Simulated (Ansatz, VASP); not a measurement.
WS2 in VASP and in Ansatz

File POSCAR:

```
WS2
1.0
    3.1699362182      0.0000000000      0.0000000000
   -1.5849681091      2.7452452934      0.0000000000
    0.0000000000      0.0000000000     12.4912252644
W S
2 4
Direct
    0.3333333333      0.6666666667      0.7498956002
    0.6666666667      0.3333333333      0.2501043998
    0.3333333333      0.6666666667      0.1249983420
    0.6666666667      0.3333333333      0.6247891265
    0.3333333333      0.6666666667      0.3752108735
    0.6666666667      0.3333333333      0.8750016580
```

File INCAR.step1:

```
PREC     = Accurate       # precision mode
ENCUT    = 520            # plane-wave cutoff, eV
ISMEAR   = 0              # smearing method
SIGMA    = 0.01           # smearing width, eV
LREAL    = F              # projectors in reciprocal space
LASPH    = T              # aspherical terms in the spheres
NELM     = 80             # most SCF steps
NBANDS   = 35             # bands
GGA      = PE             # functional
ALGO     = Normal         # electronic algorithm
EDIFF    = 1E-4           # SCF threshold, eV
LWAVE    = T              # write WAVECAR
LCHARG   = F              # write CHGCAR
```

The input INCAR.step2:

```
PREC     = Accurate       # precision mode
ENCUT    = 520            # plane-wave cutoff, eV
EDIFF    = 1E-7           # SCF threshold, eV
ISMEAR   = 0              # smearing method
SIGMA    = 0.01           # smearing width, eV
LREAL    = F              # projectors in reciprocal space
LASPH    = T              # aspherical terms in the spheres
NELM     = 80             # most SCF steps
ALGO     = Normal         # electronic algorithm
ISIF     = 2              # what is computed and relaxed
LWAVE    = F              # write WAVECAR
LCHARG   = T              # write CHGCAR
METAGGA  = R2SCAN         # meta-GGA
LMIXTAU  = T            
LELF     = T              # ELF
LVHAR    = T            
NBANDS   = 35             # bands
ISTART   = 1
```

KPOINTS

```
regular mesh
0
Gamma
  12 12 2
```

Input for Ansatz:

```yaml
crystal:
  lattice:
    - [3.1699362182, 0.0, 0.0]
    - [-1.5849681091, 2.7452452934, 0.0]
    - [0.0, 0.0, 12.4912252644]
  atoms:
    - { symbol: W, position: [0.3333333333, 0.6666666667, 0.7498956002] }
    - { symbol: W, position: [0.6666666667, 0.3333333333, 0.2501043998] }
    - { symbol: S, position: [0.3333333333, 0.6666666667, 0.124998342] }
    - { symbol: S, position: [0.6666666667, 0.3333333333, 0.6247891265] }
    - { symbol: S, position: [0.3333333333, 0.6666666667, 0.3752108735] }
    - { symbol: S, position: [0.6666666667, 0.3333333333, 0.875001658] }
kpoints:
  mp_grid: { grid: [12, 12, 2] }
  band_path:
    path:
      - [0.0, 0.0, 0.0]
      - [0.5, 0.0, 0.0]
      - [0.3333333333, 0.3333333333, 0.0]
      - [0.0, 0.0, 0.5]
      - [0.5, 0.0, 0.5]
      - [0.3333333333, 0.3333333333, 0.5]
      - [0.171875, 0.174479, 0.0]
    npoints: 1
hamiltonian:
  xc: r2scan
scf:
  occupations: { method: fixed }
  n_extra_bands: 5
output:
  forces: true
  stress: true
  eigenvalues: true
```

Alike in both runs: task single point; functional r2SCAN; k mesh 12 × 12 × 2; no spin polarisation.

|  | VASP | Ansatz |
| --- | --- | --- |
| version | VASP 6.6.1 | Ansatz 0.2.0 |
| potentials or method | VASP PAW PBE potentials, release 64 (W_sv, S) | plane waves, PAW |
| plane-wave cutoff (eV) | 520 | 500 |
| occupations | gaussian, width 0.01 eV | fixed |
| valence electrons in the cell | 52 | 52 |

Ansatz gave:

| Quantity | Value |
| --- | --- |
| gap on the k mesh at the Fermi level (eV) | 1.16 |
| pressure (GPa) | 1.3 |
| traceless stress, the component that is largest in VASP (GPa) | -0.13 |
| rms of the force components (eV/Å) | 0.025 |

Which values does VASP return?

gap on the k mesh at the Fermi level (eV): 1.17; pressure (GPa): 1.4; traceless stress, the component that is largest in VASP (GPa): -0.18; rms of the force components (eV/Å): 0.014.

VASP's potentials were made for PBE, not for r2SCAN. Atom by atom the forces differ by 0.011 eV/Å (rms over components).

Spin-orbit coupling is off throughout.
